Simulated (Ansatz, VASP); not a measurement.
## One calculation of GdO, two programs

POSCAR

```
GdO
1.0
    0.0000000000      2.6818786486      2.6818786486
    2.6818786486      0.0000000000      2.6818786486
    2.6818786486      2.6818786486      0.0000000000
Gd O
1 1
Direct
    0.0000000000      0.0000000000      0.0000000000
    0.2500000000      0.2500000000      0.2500000000
```

The input INCAR.step1:

```
SYSTEM = GdO
PREC     = Accurate       ! precision mode
ENCUT    = 520            ! plane-wave cutoff, eV
ISMEAR   = -1             ! smearing method
SIGMA    = 0.05           ! smearing width, eV
LREAL    = .False.        ! projectors in reciprocal space
LASPH    = .True.         ! aspherical terms in the spheres
NELM     = 150            ! most SCF steps
ISPIN    = 2              ! spin polarisation
MAGMOM   = 7 0            ! initial moments
LMAXMIX  = 6              ! l up to which the mixer works
NBANDS   = 23             ! bands
GGA      = PE             ! functional
ALGO     = Normal         ! electronic algorithm
EDIFF    = 1E-4           ! SCF threshold, eV
LWAVE    = .True.         ! write WAVECAR
LCHARG   = .False.        ! write CHGCAR
```

The input INCAR.step2:

```
SYSTEM = GdO
PREC     = Accurate       ! precision mode
ENCUT    = 520            ! plane-wave cutoff, eV
EDIFF    = 1E-6           ! SCF threshold, eV
ISMEAR   = -1             ! smearing method
SIGMA    = 0.05           ! smearing width, eV
LREAL    = .False.        ! projectors in reciprocal space
LASPH    = .True.         ! aspherical terms in the spheres
NELM     = 150            ! most SCF steps
ALGO     = Normal         ! electronic algorithm
ISIF     = 2              ! what is computed and relaxed
LWAVE    = .False.        ! write WAVECAR
LCHARG   = .False.        ! write CHGCAR
ISPIN    = 2              ! spin polarisation
MAGMOM   = 7 0            ! initial moments
LORBIT   = 11             ! projections on sites
LMAXMIX  = 6              ! l up to which the mixer works
METAGGA  = R2SCAN         ! meta-GGA
LMIXTAU  = .True.       
NBANDS   = 23             ! bands
ISTART   = 1
```

KPOINTS

```
Automatic mesh
0
Gamma
  9 9 9
  0 0 0
```

The input input.yaml:

```yaml
crystal:
  lattice:
    - [0.0, 2.6818786486, 2.6818786486]
    - [2.6818786486, 0.0, 2.6818786486]
    - [2.6818786486, 2.6818786486, 0.0]
  atoms:
    - { symbol: Gd, position: [0.0, 0.0, 0.0], spin: 7.0 }
    - { symbol: O, position: [0.25, 0.25, 0.25] }
hamiltonian:
  xc: r2scan
  pseudopotentials: { kind: paw }
magnetization:
  spin_polarized: true
kpoints:
  mp_grid: { grid: [9, 9, 9] }
scf:
  occupations: { method: fermi_dirac, width: 0.05 }
output:
  forces: true
  stress: true
  eigenvalues: true
```

Alike in both runs: task single point; functional r2SCAN; k mesh 9 × 9 × 9; occupations fermi-dirac, width 0.05 eV; collinear spin.

```csv
,VASP,Ansatz
version,VASP 6.6.1,Ansatz 0.2.0
potentials or method,"VASP PAW PBE potentials, release 64 (Gd, O)",Ansatz PAW
plane-wave cutoff (eV),520,500
valence electrons in the cell,24,24
```

Ansatz gave:

* gap on the k mesh at the Fermi level (eV): none
* pressure (GPa): -0.2
* net moment per atom (μB): 3.97
* size of the moment on the site where the two differ most (μB): 7.02

Question: What did VASP give for the same quantities?

Answer: gap on the k mesh at the Fermi level (eV): none; pressure (GPa): -0.2; net moment per atom (μB): 3.97; size of the moment on the site where the two differ most (μB): 6.99.

VASP's potentials were made for PBE, not for r2SCAN. Site moments also hang on the region over which each program counts them. A gap of «none» marks a metal or a gap that the smearing closes. With one functional, cell and mesh, what is left measures potentials, basis and numerics.

Neither program's run includes spin-orbit coupling. Noted on Ansatz's run: the magnetic or orbital state may not be the lowest.
